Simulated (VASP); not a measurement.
A run of VASP 6.6.1 is set up as follows.

The input INCAR:

```
  PREC = Accurate
  ENCUT = 600
  EDIFF = 1E-7
  ISMEAR = -1
  SIGMA = 0.1
  LREAL = F
  LASPH = T
  NELM = 80
  ALGO = Normal
  ISIF = 3
  LWAVE = F
  LCHARG = F
  GGA = PE
  IBRION = 2
  NSW = 60
  EDIFFG = -0.005
  PSTRESS = 2900.0
```

File KPOINTS:

```
Automatic mesh
0
Gamma
  16 16 16
```

File POSCAR:

```
BiB
1.0
    2.5988951988      0.0000000000      0.0000000000
    0.0000000000      2.5988951988      0.0000000000
    0.0000000000      0.0000000000      2.5988951988
B Bi
1 1
Direct
    0.0000000000      0.0000000000      0.0000000000
    0.5000000000      0.5000000000      0.5000000000
```

Potentials or basis: VASP PAW PBE potentials, release 64 (B, Bi_d).

Launch:

```sh
$ cat potpaw_PBE.64/B/POTCAR potpaw_PBE.64/Bi_d/POTCAR > POTCAR
$ mpirun -np 1 vasp_std > vasp.out
```

(1) What does it give for the relaxed cell?

(2) Predict the relaxed volume.

Results:

(1) a = 2.620 Å, b = 2.620 Å, c = 2.620 Å, α = 90.00°, β = 90.00°, γ = 90.00°.

(2) 8.99 Å³/atom.

Caveat: the cell is relaxed towards a set pressure, so the enthalpy falls and the energy may rise.
